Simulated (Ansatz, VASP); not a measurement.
Al3H2: VASP beside Ansatz

```
Al H
1.0
     4.11119    0.00000    0.01247
     0.00000    2.77396    0.00000
    -0.02867    0.00000    5.71332
Al H
3 2
Cartesian
  4.0879 1.3870 4.2263
  -0.0054 1.3870 1.4995
  2.0556 0.0000 0.0062
  1.1090 1.3870 2.8636
  2.9735 1.3870 2.8622
```

Change from the starting cell: the structure that the rattled cell fell into.

Alike in both runs: functional PBE; k mesh 8 × 12 × 6; occupations gaussian, width 0.1 eV; no spin polarisation.

Ansatz relaxed the structure, and its values are those at the end. VASP's run is a single point on that final structure, the one shown.

```csv
,VASP,Ansatz
version,VASP 6.6.1,Ansatz 0.2.0
potentials or method,"VASP PAW PBE potentials, release 64 (Al, H), cutoff 520 eV","scalar-relativistic, plane waves, PAW"
valence electrons in the cell,11,11
```

Ansatz gave:

* gap on the k mesh at the Fermi level (eV): none
* pressure (GPa): 0.0

**Question.** What did VASP give for the same quantities?

**Answer.** gap on the k mesh at the Fermi level (eV): none; pressure (GPa): -0.1.

A gap of «none» marks a metal or a gap that the smearing closes.
